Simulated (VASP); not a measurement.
# Hf2O (P6_3/mmc) in VASP: a series of runs

The runs below take Hf2O through single point, with PBEsol.

Program: VASP 6.6.1. These are calculated values, not measurements. Logs are shortened: lines on timing, memory, paths and dates and some standing lists are left out, and cuts for length are marked.

### Step 1. The cell of the first run

The structure is hexagonal, space group P6_3/mmc (No. 194). Conventional cell: a = 3.148 Å, b = 3.148 Å, c = 10.972 Å, α = 90.00°, β = 90.00°, γ = 120.00°. Within 3.2 Å of Hf (site symmetry 3m) lie 3 O at 2.44 Å and 9 Hf at 2.87 to 3.15 Å. Within 3.2 Å of O (site symmetry -6m2) lie 6 Hf at 2.44 Å and 6 O at 3.15 Å.

### Step 2. Single point, PBEsol

INCAR

```
  PREC = Accurate
  ENCUT = 520
  EDIFF = 1E-6
  ISMEAR = 0
  SIGMA = 0.1
  LREAL = False
  LASPH = True
  NELM = 60
  ALGO = Normal
  ISIF = 2
  LWAVE = False
  LCHARG = True
  GGA = PS
  LELF = True
  LVHAR = True
  NBANDS = 35
```

KPOINTS

```
Automatic mesh
0
Gamma
  6 6 2
```

POSCAR

```
Hf2O
1.0
    3.1480335596      0.0000000000      0.0000000000
   -1.5740167798      2.7262770345      0.0000000000
    0.0000000000      0.0000000000     10.9723787495
Hf O
4 2
Direct
    0.6666666667      0.3333333333      0.8986176337
    0.3333333333      0.6666666667      0.3986176337
    0.6666666667      0.3333333333      0.6013823663
    0.3333333333      0.6666666667      0.1013823663
    0.0000000000      0.0000000000      0.7500000000
    0.0000000000      0.0000000000      0.2500000000
```

Potentials or basis: VASP PAW PBE potentials, release 64 (Hf_pv, O).

The run is started by

```
cat potpaw_PBE.64/Hf_pv/POTCAR potpaw_PBE.64/O/POTCAR > POTCAR
mpirun -np 1 vasp_std > vasp.out
```

OUTCAR:

```text
PREC = Accurate
   ENCUT = 520
   EDIFF = 1E-6
   ISMEAR = 0
   LREAL = False
   LASPH = True
   NELM = 60
   ISIF = 2
   GGA = PS

 ion  position               nearest neighbor table
   1  0.667  0.333  0.899-   5 2.44   5 2.44   5 2.44   4 2.87   4 2.87   4 2.87   3 3.26
   2  0.333  0.667  0.399-   6 2.44   6 2.44   6 2.44   3 2.87   3 2.87   3 2.87   4 3.26
   3  0.667  0.333  0.601-   5 2.44   5 2.44   5 2.44   2 2.87   2 2.87   2 2.87   1 3.26
   4  0.333  0.667  0.101-   6 2.44   6 2.44   6 2.44   1 2.87   1 2.87   1 2.87   2 3.26
   5  0.000  0.000  0.750-   1 2.44   3 2.44   1 2.44   3 2.44   1 2.44   3 2.44
   6  0.000  0.000  0.250-   2 2.44   4 2.44   2 2.44   4 2.44   2 2.44   4 2.44

  LATTYP: Found a hexagonal cell.
 ALAT       =     3.1480335596
 C/A-ratio  =     3.4854707047

  Lattice vectors:

 A1 = (   3.1480335596,   0.0000000000,   0.0000000000)
 A2 = (  -1.5740167798,   2.7262770345,   0.0000000000)
 A3 = (   0.0000000000,   0.0000000000,  10.9723787495)

Analysis of symmetry for initial positions (statically):
=====================================================================
 Subroutine PRICEL returns:
 Original cell was already a primitive cell.

 Routine SETGRP: Setting up the symmetry group for a
 hexagonal supercell.

 Subroutine GETGRP returns: Found 24 space group operations
 (whereof 12 operations were pure point group operations)
 out of a pool of 24 trial point group operations.

The static configuration has the point symmetry D_3d.
 The point group associated with its full space group is D_6h.

Analysis of symmetry for dynamics (positions and initial velocities):
=====================================================================
 Subroutine PRICEL returns:
 Original cell was already a primitive cell.

 Routine SETGRP: Setting up the symmetry group for a
 hexagonal supercell.

 Subroutine GETGRP returns: Found 24 space group operations
 (whereof 12 operations were pure point group operations)
 out of a pool of 24 trial point group operations.

The dynamic configuration has the point symmetry D_3d.
 The point group associated with its full space group is D_6h.

 Subroutine INISYM returns: Found 24 space group operations
 (whereof 12 operations are pure point group operations),
 and found     1 'primitive' translations

----------------------------------------------------------------------------------------

                                     Primitive cell

  volume of cell :      94.1695

  direct lattice vectors                    reciprocal lattice vectors
     3.148033560  0.000000000  0.000000000     0.317658621  0.183400290  0.000000000
    -1.574016780  2.726277034  0.000000000     0.000000000  0.366800581  0.000000000
     0.000000000  0.000000000 10.972378750     0.000000000  0.000000000  0.091137940

  length of vectors
     3.148033560  3.148033560 10.972378750     0.366800581  0.366800581  0.091137940

  position of ions in fractional coordinates (direct lattice)
     0.666666667  0.333333333  0.898617634
     0.333333333  0.666666667  0.398617634
     0.666666667  0.333333333  0.601382366
     0.333333333  0.666666667  0.101382366
     0.000000000  0.000000000  0.750000000
     0.000000000  0.000000000  0.250000000

  ion indices of the primitive-cell ions
   primitive index   ion index
                 1           1
                 2           2
                 3           3
                 4           4
                 5           5
                 6           6

----------------------------------------------------------------------------------------

 KPOINTS: Automatic mesh

Automatic generation of k-mesh.
 Grid dimensions read from file:
 generate k-points for:    6    6    2

 Generating k-lattice:

  Cartesian coordinates                     Fractional coordinates (reciprocal lattice)
     0.052943104  0.030566715  0.000000000     0.166666667 -0.000000000  0.000000000
     0.000000000  0.061133430  0.000000000     0.000000000  0.166666667  0.000000000
     0.000000000  0.000000000  0.045568970     0.000000000  0.000000000  0.500000000

  Length of vectors
     0.061133430  0.061133430  0.045568970

  Shift w.r.t. Gamma in fractional coordinates (k-lattice)
     0.000000000  0.000000000  0.000000000

 Subroutine IBZKPT returns following result:
 ===========================================

 Found     14 irreducible k-points:

 Following reciprocal coordinates:
            Coordinates               Weight
  0.000000  0.000000  0.000000      1.000000
  0.166667 -0.000000  0.000000      6.000000
  0.333333  0.000000  0.000000      6.000000
  0.500000  0.000000  0.000000      3.000000
  0.166667  0.166667  0.000000      6.000000
  0.333333  0.166667  0.000000     12.000000
  0.333333  0.333333  0.000000      2.000000
  0.000000  0.000000  0.500000      1.000000
  0.166667 -0.000000  0.500000      6.000000
  0.333333  0.000000  0.500000      6.000000
  0.500000  0.000000  0.500000      3.000000
  0.166667  0.166667  0.500000      6.000000
  0.333333  0.166667  0.500000     12.000000
  0.333333  0.333333  0.500000      2.000000
   k-points           NKPTS =     14   k-points in BZ     NKDIM =     14   number of bands    NBANDS=     35
   number of dos      NEDOS =    301   number of ions     NIONS =      6
   total plane-waves  NPLWV =  48384
   dimension x,y,z NGX =    24 NGY =   24 NGZ =   84
   dimension x,y,z NGXF=    48 NGYF=   48 NGZF=  168
   ions per type =               4   2
   NGX,Y,Z   is equivalent  to a cutoff of  12.67, 12.67, 12.73 a.u.
   NGXF,Y,Z  is equivalent  to a cutoff of  25.35, 25.35, 25.45 a.u.
 SYSTEM =  unknown system
   PREC   = accura    normal or accurate (medium, high low for compatibility)
   ISTART =      0    job   : 0-new  1-cont  2-samecut
   ICHARG =      2    charge: 1-file 2-atom 10-const
   ISPIN  =      1    spin polarized calculation?
   LNONCOLLINEAR =      F non collinear calculations
   LSORBIT =      F    spin-orbit coupling
   LASPH  =      T    aspherical Exc in radial PAW
   ENCUT  =  520.0 eV  38.22 Ry    6.18 a.u.   5.85  5.85 20.40*2*pi/ulx,y,z
   NELM   =     60;   NELMIN=  2; NELMDL= -5     # of ELM steps
   EDIFF  = 0.1E-05   stopping-criterion for ELM
   LREAL  =      F    real-space projection
   EDIFFG = 0.1E-04   stopping-criterion for IOM
   NSW    =      0    number of steps for IOM
   IBRION =     -1    ionic relax: 0-MD 1-quasi-New 2-CG
   NFREE  =      0    steps in history (QN), initial steepest desc. (CG)
   ISIF   =      2    stress and relaxation
   ISYM   =      2    0-nonsym 1-usesym 2-fastsym
   POTIM  = 0.5000    time-step for ionic-motion
   TEBEG  =    0.0;   TEEND  =   0.0 temperature during run
   PSTRESS=    0.0 pullay stress
   NELECT =      52.0000    total number of electrons
   NUPDOWN=      -1.0000    fix difference up-down
   EMIN   =  10.00;   EMAX   =-10.00  energy-range for DOS
   EFERMI =   0.00;   METHOD = LEGACY
   ISMEAR =     0;   SIGMA  =   0.10  broadening in eV -4-tet -1-fermi 0-gaus
   EFERMI_NEDOS =   21; number of points for ismear=-14 and -15
   IALGO  =     38    algorithm
   IMIX   =      4    mixing-type and parameters
     AMIX     =   0.40;   BMIX     =  1.00
     AMIX_MAG =   1.60;   BMIX_MAG =  1.00
  volume/ion in A,a.u.               =      15.69       105.91
  Fermi-wavevector in a.u.,A,eV,Ry     =   1.343092  2.538077 24.543513  1.803897
  Thomas-Fermi vector in A             =   2.471194
   LORBIT       =      0    0 simple, 1 ext, 2 COOP (PROOUT), +10 PAW based schemes
   GGA     = PS    functional components
   LHFCALC =     F    Hartree Fock is set to
   AEXX    =    0.0000 exact exchange contribution
   IVDW    =     0    specifies the selected vdW correction
   LEPSILON=     F    determine dielectric tensor
   LRPA    =     F    only Hartree local field effects (RPA)
 non-spin polarized calculation
 Gauss-broadening in eV      SIGMA  =   0.10
  energy-cutoff  :      520.00
  volume of cell :       94.17
 maximum number of plane-waves:      2554
 NGX is ok and might be reduce to    24
   NGX = 11   NGY = 11   NGZ = 41

 number of electron      51.9999986 magnetization

 Free energy of the ion-electron system (eV)
  ---------------------------------------------------
  ext. energy  EPLUGINS =         0.00000000
  ---------------------------------------------------
  free energy    TOTEN  =       -61.81653040 eV

  energy without entropy =      -61.81327393  energy(sigma->0) =      -61.81490216

 E-fermi :   6.0269     XC(G=0): -11.9404

 val. band max:        5.8388706028   @ k =   0.5000   0.0000   0.0000
 cond. band min:       6.1001849648   @ k =   0.3333   0.0000   0.0000
 fundamental gap:      0.2613143620
 Fermi energy:         6.0269355288

 k-point     1 :       0.0000    0.0000    0.0000
  band No.  band energies     occupation
      1     -25.5673      2.00000
      2     -25.3467      2.00000
      3     -24.7716      2.00000
      4     -24.6122      2.00000
      5     -24.6122      2.00000
      6     -24.5964      2.00000
[... 27 lines left out ...]
     34       7.9541      0.00000
     35       8.4849      0.00000

 k-point     2 :       0.1667   -0.0000    0.0000
  band No.  band energies     occupation
      1     -25.5002      2.00000
      2     -25.3025      2.00000
      3     -24.9480      2.00000
      4     -24.8348      2.00000
      5     -24.6684      2.00000
      6     -24.6515      2.00000
[... 27 lines left out ...]
     34       8.5435      0.00000
     35       8.6010      0.00000

 k-point     3 :       0.3333    0.0000    0.0000
  band No.  band energies     occupation
      1     -25.4033      2.00000
      2     -25.2798      2.00000
      3     -25.2706      2.00000
      4     -25.1821      2.00000
      5     -24.8866      2.00000
      6     -24.7739      2.00000
[... 27 lines left out ...]
     34       9.5128      0.00000
     35       9.6329      0.00000

 k-point     4 :       0.5000    0.0000    0.0000
  band No.  band energies     occupation
      1     -25.4314      2.00000
      2     -25.4213      2.00000
      3     -25.3705      2.00000
      4     -25.3100      2.00000
      5     -24.8655      2.00000
      6     -24.8228      2.00000
[... 27 lines left out ...]
     34      11.2412      0.00000
     35      11.2896      0.00000

 k-point     5 :       0.1667    0.1667    0.0000
  band No.  band energies     occupation
      1     -25.4102      2.00000
      2     -25.2622      2.00000
      3     -25.1468      2.00000
      4     -25.0493      2.00000
      5     -24.9231      2.00000
      6     -24.8577      2.00000
[... 258 lines left out ...]
 k-point    12 :       0.1667    0.1667    0.5000
  band No.  band energies     occupation
      1     -25.3487      2.00000
      2     -25.3487      2.00000
      3     -25.0939      2.00000
      4     -25.0939      2.00000
      5     -24.8881      2.00000
      6     -24.8881      2.00000
[... 27 lines left out ...]
     34       8.2900      0.00000
     35       9.5496      0.00000

 k-point    13 :       0.3333    0.1667    0.5000
  band No.  band energies     occupation
      1     -25.3418      2.00000
      2     -25.3418      2.00000
      3     -25.2880      2.00000
      4     -25.2880      2.00000
      5     -24.9791      2.00000
      6     -24.9791      2.00000
[... 27 lines left out ...]
     34       9.4345      0.00000
     35      10.3987      0.00000

 k-point    14 :       0.3333    0.3333    0.5000
  band No.  band energies     occupation
      1     -25.2683      2.00000
      2     -25.2683      2.00000
      3     -25.2102      2.00000
      4     -25.2102      2.00000
      5     -25.1807      2.00000
      6     -25.1807      2.00000
[... 27 lines left out ...]
     34       9.4669      0.00000
     35       9.7558      0.00000

------------------------ aborting loop because EDIFF is reached ----------------------------------------

  FORCE on cell =-STRESS in cart. coord.  units (eV):
  Direction    XX          YY          ZZ          XY          YZ          ZX
  --------------------------------------------------------------------------------------
  -------------------------------------------------------------------------------------
  Total       -1.6519295     -1.6519295     -3.8335742      0.0000000      0.0000000      0.0000000
  in kB      -28.1055426    -28.1055426    -65.2235345      0.0000000      0.0000000      0.0000000
  external PRESSURE =     -40.4782066 kB  Pullay stress =       0.0000000 kB

 VOLUME and BASIS-vectors are now :
 -----------------------------------------------------------------------------
  energy-cutoff  :      520.00
  volume of cell :       94.17
      direct lattice vectors                 reciprocal lattice vectors
     3.148033560  0.000000000  0.000000000     0.317658621  0.183400290  0.000000000
    -1.574016780  2.726277034  0.000000000     0.000000000  0.366800581  0.000000000
     0.000000000  0.000000000 10.972378750     0.000000000  0.000000000  0.091137940

 POSITION                                       TOTAL-FORCE (eV/Angst)
 -----------------------------------------------------------------------------------
      1.57402      0.90876      9.85997         0.000000     -0.000000     -2.470188
     -0.00000      1.81752      4.37378        -0.000000      0.000000     -2.470188
      1.57402      0.90876      6.59860         0.000000     -0.000000      2.470188
     -0.00000      1.81752      1.11241        -0.000000      0.000000      2.470188
      0.00000      0.00000      8.22928        -0.000000     -0.000000      0.000000
      0.00000      0.00000      2.74309        -0.000000      0.000000      0.000000
 -----------------------------------------------------------------------------------
    total drift:                                0.000000     -0.000000      0.000000

  FREE ENERGIE OF THE ION-ELECTRON SYSTEM (eV)
  ---------------------------------------------------
  free  energy   TOTEN  =       -61.8165303992 eV

  energy  without entropy=      -61.8132739301  energy(sigma->0) =      -61.81490216
```

It took 28 s on 1 thread of AMD EPYC 9R45 (Zen 5), shared host; peak memory 0.19 GiB.

What came out:

```
Free energy            : -61.8165 eV
Pressure               : -4.0 GPa
Largest force          : 2.470 eV/Å
Band gap on the k mesh : zero (band 26 reaches 6.67 eV, above the bottom of band 27 at 5.84 eV)
```

Forces on the atoms (eV/Å):
```
Hf   0.000  0.000 -2.470
Hf   0.000  0.000 -2.470
Hf   0.000  0.000  2.470
Hf   0.000  0.000  2.470
O    0.000  0.000  0.000
O    0.000  0.000  0.000
```

Stress tensor (GPa, compression positive):
```
-2.81  0.00  0.00
 0.00 -2.81  0.00
 0.00  0.00 -6.52
```

Caveat: the k points lie up to 0.38 Å⁻¹ apart; the PAW data sets were made with another functional, which shifts forces and pressure a little; spin-orbit coupling is left out, which moves the levels of the heavy elements.

### Step 3. Single point, PBEsol

This run uses another cell than the first one, of 15.22 Å³/atom, 0.970 times its volume.

INCAR

```
SYSTEM = Hf2O
PREC     = Accurate       ! precision mode
ENCUT    = 520            ! plane-wave cutoff, eV
EDIFF    = 1E-6           ! SCF threshold, eV
ISMEAR   = 0              ! smearing method
SIGMA    = 0.1            ! smearing width, eV
LREAL    = .FALSE.        ! projectors in reciprocal space
LASPH    = .TRUE.         ! aspherical terms in the spheres
NELM     = 100            ! most SCF steps
ALGO     = Normal         ! electronic algorithm
ISIF     = 2              ! what is computed and relaxed
LWAVE    = .FALSE.        ! write WAVECAR
LCHARG   = .FALSE.        ! write CHGCAR
GGA      = PS             ! functional
NBANDS   = 35             ! bands
```

KPOINTS

```
Automatic mesh
0
G
  12 12 4
  0 0 0
```

POSCAR

```
Hf2O
1.0
    3.1278593904      0.0000000000      0.0000000000
   -1.5639296952      2.7088056915      0.0000000000
    0.0000000000      0.0000000000     10.7778656543
Hf O
4 2
Direct
    0.6666666667      0.3333333333      0.8889910192
    0.3333333333      0.6666666667      0.3889910192
    0.6666666667      0.3333333333      0.6110089808
    0.3333333333      0.6666666667      0.1110089808
    0.0000000000      0.0000000000      0.7500000000
    0.0000000000      0.0000000000      0.2500000000
```

Potentials or basis: VASP PAW PBE potentials, release 64 (Hf_pv, O).

The run is started by

```
cat potpaw_PBE.64/Hf_pv/POTCAR potpaw_PBE.64/O/POTCAR > POTCAR
mpirun -np 1 vasp_std > vasp.out
```

Wall time 81 s (1 thread of AMD EPYC 9R45 (Zen 5), shared host); peak memory 0.26 GiB.

Results (log left out):

```yaml
Free_energy: -62.4084 eV
Pressure: -1.3 GPa
Largest_force: 0.054 eV/Å
Band_gap_on_the_k_mesh: zero (band 26 reaches 7.23 eV, above the bottom of band 27 at 5.54 eV)
```

Forces in eV/Å, atoms in the order of the input:
```
Hf   0.000  0.000 -0.054
Hf   0.000  0.000 -0.054
Hf   0.000  0.000  0.054
Hf   0.000  0.000  0.054
O    0.000  0.000  0.000
O    0.000  0.000  0.000
```

Stress tensor (GPa, compression positive):
```
-1.23  0.00  0.00
 0.00 -1.23  0.00
 0.00  0.00 -1.48
```

Levels at points of the mesh, in eV from the Fermi level:
```
           k point  band 22  band 23  band 24  band 25  band 26  band 27  band 28  band 29  band 30  band 31
(0.00, 0.00, 0.00)    -3.40    -2.67    -0.87    -0.52     1.08     1.08     1.15     1.24     1.24     1.34
(0.50, 0.00, 0.00)    -2.48    -1.61    -1.42    -1.29    -0.71    -0.61     1.14     2.04     2.64     3.27
(0.00, 0.00, 0.50)    -4.42    -1.97    -1.97     0.70     0.70     1.01     1.01     1.01     1.01     2.05
(0.50, 0.00, 0.50)    -2.44    -1.68    -1.68    -1.07    -1.07     0.26     0.26     2.32     2.32     4.25
```

Caveat: the PAW data sets were made with another functional, which shifts forces and pressure a little; spin-orbit coupling is left out, which moves the levels of the heavy elements.
